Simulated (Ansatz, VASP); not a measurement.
# KBr in VASP and in Ansatz

```
K Br
1.0
    -0.05828    3.68830    3.68830
     3.68830   -0.05828    3.68830
     3.63002    3.63002    0.00000
K Br
1 1
Direct
  0.99640 0.99640 0.00360
  0.25360 0.25360 0.24640
```

Change from the starting cell: shear_xy strain -3.2%.

Alike in both runs: task single point; functional HSE06; k mesh 4 × 4 × 4; no spin polarisation.

```csv
,VASP,Ansatz
version,VASP 6.6.1,Ansatz 0.2.0
potentials or method,"VASP PAW PBE potentials, release 64 (K_sv, Br)","plane waves, PAW"
plane-wave cutoff (eV),520,420
occupations,"gaussian, width 0.01 eV",fixed
valence electrons in the cell,16,16
```

VASP gave:

| Quantity | Value |
| --- | --- |
| gap on the k mesh at the Fermi level (eV) | 5.37 |
| pressure (GPa) | 0.2 |
| traceless stress, the component that is largest in VASP (GPa) | 0.08 |

Task: What did Ansatz give for the same quantities?

Result: gap on the k mesh at the Fermi level (eV): 5.37; pressure (GPa): 0.1; traceless stress, the component that is largest in VASP (GPa): 0.08.

Ansatz's warnings: stress exchange threshold loose, stress scf threshold loose, xc potential rough in thin density.
